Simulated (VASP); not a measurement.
# MoW2 (P6/mmm) in VASP: further runs, part 2 of 2

VASP 6.6.1. Earlier steps stand in the parts before.

## Step 3: Single point, PBE, collinear spin, ferromagnetic start

This run uses another cell than the first one, of 16.45 Å³/atom, 0.994 times its volume.

File INCAR:

```
ALGO = Normal
EDIFF = 1E-7
ENCUT = 520
GGA = PE
ISIF = 2
ISMEAR = 0
ISPIN = 2
LASPH = True
LCHARG = False
LMAXMIX = 4
LORBIT = 11
LREAL = False
LWAVE = False
MAGMOM = 1 0 0
NBANDS = 32
NELM = 150
PREC = Accurate
SIGMA = 0.1
```

File KPOINTS:

```
k-points
0
Gamma
  6 6 6
```

File POSCAR:

```
MoW2
1.0
    4.7012635406      0.0000000000      0.0000000000
   -2.3506317703      4.0714136561      0.0000000000
    0.0000000000      0.0000000000      2.5781374125
Mo W
1 2
Direct
    0.0000000000      0.0000000000      0.0000000000
    0.3333333333      0.6666666667      0.5000000000
    0.6666666667      0.3333333333      0.5000000000
```

Potentials or basis: VASP PAW PBE potentials, release 64 (Mo_sv, W_sv).

Command:

```console
> cat potpaw_PBE.64/Mo_sv/POTCAR potpaw_PBE.64/W_sv/POTCAR > POTCAR
> mpirun -np 1 vasp_std > vasp.out
```

OUTCAR:

```text
EDIFF = 1E-7
   ENCUT = 520
   GGA = PE
   ISIF = 2
   ISMEAR = 0
   ISPIN = 2
   LASPH = True
   LORBIT = 11
   LREAL = False
   NELM = 150
   PREC = Accurate

 ion  position               nearest neighbor table
   1  0.000  0.000  0.000-   2 3.00   3 3.00   2 3.00   3 3.00   3 3.00   3 3.00   2 3.00   2 3.00
                             3 3.00   3 3.00   2 3.00   2 3.00
   2  0.333  0.667  0.500-   3 2.71   3 2.71   3 2.71   1 3.00   1 3.00   1 3.00   1 3.00   1 3.00
                             1 3.00
   3  0.667  0.333  0.500-   2 2.71   2 2.71   2 2.71   1 3.00   1 3.00   1 3.00   1 3.00   1 3.00
                             1 3.00

  LATTYP: Found a hexagonal cell.
 ALAT       =     4.7012635406
 C/A-ratio  =     0.5483924460

  Lattice vectors:

 A1 = (   4.7012635406,   0.0000000000,   0.0000000000)
 A2 = (  -2.3506317703,   4.0714136561,   0.0000000000)
 A3 = (   0.0000000000,   0.0000000000,   2.5781374125)

Analysis of symmetry for initial positions (statically):
=====================================================================
 Subroutine PRICEL returns:
 Original cell was already a primitive cell.

 Routine SETGRP: Setting up the symmetry group for a
 hexagonal supercell.

 Subroutine GETGRP returns: Found 24 space group operations
 (whereof 24 operations were pure point group operations)
 out of a pool of 24 trial point group operations.

The static configuration has the point symmetry D_6h.

Analysis of symmetry for dynamics (positions and initial velocities):
=====================================================================
 Subroutine PRICEL returns:
 Original cell was already a primitive cell.

 Routine SETGRP: Setting up the symmetry group for a
 hexagonal supercell.

 Subroutine GETGRP returns: Found 24 space group operations
 (whereof 24 operations were pure point group operations)
 out of a pool of 24 trial point group operations.

The dynamic configuration has the point symmetry D_6h.

Analysis of structural, dynamic, and magnetic symmetry:
=====================================================================
 Subroutine PRICEL returns:
 Original cell was already a primitive cell.

 Routine SETGRP: Setting up the symmetry group for a
 hexagonal supercell.

 Subroutine GETGRP returns: Found 24 space group operations
 (whereof 24 operations were pure point group operations)
 out of a pool of 24 trial point group operations.

The overall configuration has the point symmetry D_6h.

 Subroutine INISYM returns: Found 24 space group operations
 (whereof 24 operations are pure point group operations),
 and found     1 'primitive' translations

----------------------------------------------------------------------------------------

                                     Primitive cell

  volume of cell :      49.3476

  direct lattice vectors                    reciprocal lattice vectors
     4.701263541  0.000000000  0.000000000     0.212708773  0.122807467  0.000000000
    -2.350631770  4.071413656  0.000000000     0.000000000  0.245614935  0.000000000
     0.000000000  0.000000000  2.578137412     0.000000000  0.000000000  0.387876920

  length of vectors
[... 74 lines left out ...]
 SYSTEM =  unknown system
   PREC   = accura    normal or accurate (medium, high low for compatibility)
   ISTART =      0    job   : 0-new  1-cont  2-samecut
   ICHARG =      2    charge: 1-file 2-atom 10-const
   ISPIN  =      2    spin polarized calculation?
   LNONCOLLINEAR =      F non collinear calculations
   LSORBIT =      F    spin-orbit coupling
   LASPH  =      T    aspherical Exc in radial PAW
   ENCUT  =  520.0 eV  38.22 Ry    6.18 a.u.   8.74  8.74  4.79*2*pi/ulx,y,z
   NELM   =    150;   NELMIN=  2; NELMDL= -5     # of ELM steps
   EDIFF  = 0.1E-06   stopping-criterion for ELM
   LREAL  =      F    real-space projection
   EDIFFG = 0.1E-05   stopping-criterion for IOM
   NSW    =      0    number of steps for IOM
   IBRION =     -1    ionic relax: 0-MD 1-quasi-New 2-CG
   NFREE  =      0    steps in history (QN), initial steepest desc. (CG)
   ISIF   =      2    stress and relaxation
   ISYM   =      2    0-nonsym 1-usesym 2-fastsym
   POTIM  = 0.5000    time-step for ionic-motion
   TEBEG  =    0.0;   TEEND  =   0.0 temperature during run
   PSTRESS=    0.0 pullay stress
   NELECT =      42.0000    total number of electrons
   NUPDOWN=      -1.0000    fix difference up-down
   EMIN   =  10.00;   EMAX   =-10.00  energy-range for DOS
   EFERMI =   0.00;   METHOD = LEGACY
   ISMEAR =     0;   SIGMA  =   0.10  broadening in eV -4-tet -1-fermi 0-gaus
   EFERMI_NEDOS =   21; number of points for ismear=-14 and -15
   IALGO  =     38    algorithm
   IMIX   =      4    mixing-type and parameters
     AMIX     =   0.40;   BMIX     =  1.00
     AMIX_MAG =   1.60;   BMIX_MAG =  1.00
  volume/ion in A,a.u.               =      16.45       111.00
  Fermi-wavevector in a.u.,A,eV,Ry     =   1.551444  2.931803 32.748910  2.406977
  Thomas-Fermi vector in A             =   2.655962
   LORBIT       =     11    0 simple, 1 ext, 2 COOP (PROOUT), +10 PAW based schemes
   GGA     = PE    functional components
   LHFCALC =     F    Hartree Fock is set to
   AEXX    =    0.0000 exact exchange contribution
   IVDW    =     0    specifies the selected vdW correction
   LEPSILON=     F    determine dielectric tensor
   LRPA    =     F    only Hartree local field effects (RPA)
 spin polarized calculation
 Gauss-broadening in eV      SIGMA  =   0.10
  energy-cutoff  :      520.00
  volume of cell :       49.35
 maximum number of plane-waves:      1352
 NGX is ok and might be reduce to    36
   NGX = 17   NGY = 17   NGZ =  9

 number of electron      41.9999999 magnetization       0.0000360

 number of electron      41.9999999 magnetization      -0.0000103

 Free energy of the ion-electron system (eV)
  ---------------------------------------------------
  ext. energy  EPLUGINS =         0.00000000
  ---------------------------------------------------
  free energy    TOTEN  =       -35.36249224 eV

  energy without entropy =      -35.33927547  energy(sigma->0) =      -35.35088386

 E-fermi :  11.0248     XC(G=0): -13.2944

 val. band max:       11.0035527446   @ k =   0.1667   0.0000   0.1667
 cond. band min:      11.0253467910   @ k =   0.1667   0.0000   0.5000
 fundamental gap:      0.0217940464
 Fermi energy:        11.0248374642

 spin component 1

 k-point     1 :       0.0000    0.0000    0.0000
  band No.  band energies     occupation
      1     -62.8508      1.00000
      2     -62.7503      1.00000
      3     -50.0545      1.00000
      4     -27.3696      1.00000
      5     -27.3696      1.00000
      6     -26.7481      1.00000
[... 829 lines left out ...]
     31      21.3414      0.00000
     32      22.2012      0.00000

 [... further k-points ...]

 spin component 2

 k-point     1 :       0.0000    0.0000    0.0000
  band No.  band energies     occupation
      1     -62.8508      1.00000
      2     -62.7503      1.00000
      3     -50.0545      1.00000
      4     -27.3696      1.00000
      5     -27.3696      1.00000
      6     -26.7482      1.00000
[... 829 lines left out ...]
     31      21.3414      0.00000
     32      22.2012      0.00000

 [... further k-points ...]
[... 5 lines left out ...]
  --------------------------------------------------------------------------------------
  -------------------------------------------------------------------------------------
  Total        0.1294283      0.1294283      0.2780527      0.0000000      0.0000000     -0.0000000
  in kB        4.2021717      4.2021717      9.0275901      0.0000000      0.0000000     -0.0000000
  external PRESSURE =       5.8106445 kB  Pullay stress =       0.0000000 kB

 VOLUME and BASIS-vectors are now :
 -----------------------------------------------------------------------------
  energy-cutoff  :      520.00
  volume of cell :       49.35
      direct lattice vectors                 reciprocal lattice vectors
     4.701263541  0.000000000  0.000000000     0.212708773  0.122807467  0.000000000
    -2.350631770  4.071413656  0.000000000     0.000000000  0.245614935  0.000000000
     0.000000000  0.000000000  2.578137412     0.000000000  0.000000000  0.387876920

 POSITION                                       TOTAL-FORCE (eV/Angst)
 -----------------------------------------------------------------------------------
      0.00000      0.00000      0.00000        -0.000000      0.000000      0.000000
     -0.00000      2.71428      1.28907        -0.000000      0.000000     -0.000000
      2.35063      1.35714      1.28907         0.000000      0.000000      0.000000
 -----------------------------------------------------------------------------------
    total drift:                                0.000000      0.000000     -0.000000

  FREE ENERGIE OF THE ION-ELECTRON SYSTEM (eV)
  ---------------------------------------------------
  free  energy   TOTEN  =       -35.3624922430 eV

  energy  without entropy=      -35.3392754743  energy(sigma->0) =      -35.35088386

 total charge

# of ion       s       p       d       tot
------------------------------------------
    1        2.346   6.194   3.867  12.407
    2        2.425   6.280   3.405  12.110
    3        2.425   6.280   3.405  12.110
--------------------------------------------------
tot          7.196  18.754  10.677  36.627

 magnetization (x)

# of ion       s       p       d       tot
------------------------------------------
    1       -0.000   0.000  -0.000  -0.000
    2       -0.000  -0.000  -0.000  -0.000
    3       -0.000  -0.000  -0.000  -0.000
--------------------------------------------------
tot         -0.000  -0.000  -0.000  -0.000
```

It took 3.4 min on 1 thread of AMD EPYC 7R13, shared host; peak memory 0.2 GiB.

Results:

* Free energy: -35.3625 eV
* Pressure: 0.6 GPa
* Band gap on the k mesh: zero (filled and empty bands overlap)
* Net moment: 0.00 μB per cell
* Valence electrons inside the program's atomic spheres: Mo 12.41; W 12.11

Levels at points of the mesh, in eV from the Fermi level:
Spin up:
```tsv
k point	band 17	band 18	band 19	band 20	band 21	band 22	band 23	band 24	band 25	band 26
(0.00, 0.00, 0.00)	-2.49	-2.41	-2.28	-2.28	-0.42	-0.42	1.76	1.76	2.41	2.41
(0.50, 0.00, 0.00)	-3.17	-2.71	-2.25	-2.24	0.51	1.00	1.88	1.94	2.67	3.07
(0.00, 0.00, 0.50)	-3.92	-1.92	-1.09	-1.09	0.28	0.28	2.40	2.40	3.53	3.53
(0.50, 0.00, 0.50)	-2.34	-2.16	-1.82	-0.40	-0.19	0.50	1.09	2.62	2.62	3.65
```
Spin down:
| k point | band 17 | band 18 | band 19 | band 20 | band 21 | band 22 | band 23 | band 24 | band 25 | band 26 |
| --- | --- | --- | --- | --- | --- | --- | --- | --- | --- | --- |
| (0.00, 0.00, 0.00) | -2.49 | -2.41 | -2.28 | -2.28 | -0.42 | -0.42 | 1.76 | 1.76 | 2.41 | 2.41 |
| (0.50, 0.00, 0.00) | -3.17 | -2.71 | -2.25 | -2.24 | 0.51 | 1.00 | 1.88 | 1.94 | 2.67 | 3.07 |
| (0.00, 0.00, 0.50) | -3.92 | -1.92 | -1.09 | -1.09 | 0.28 | 0.28 | 2.40 | 2.40 | 3.53 | 3.53 |
| (0.50, 0.00, 0.50) | -2.34 | -2.16 | -1.82 | -0.40 | -0.19 | 0.50 | 1.09 | 2.62 | 2.62 | 3.65 |

Caveat: the k points lie up to 0.41 Å⁻¹ apart; spin-orbit coupling is left out, which moves the levels of the heavy elements.
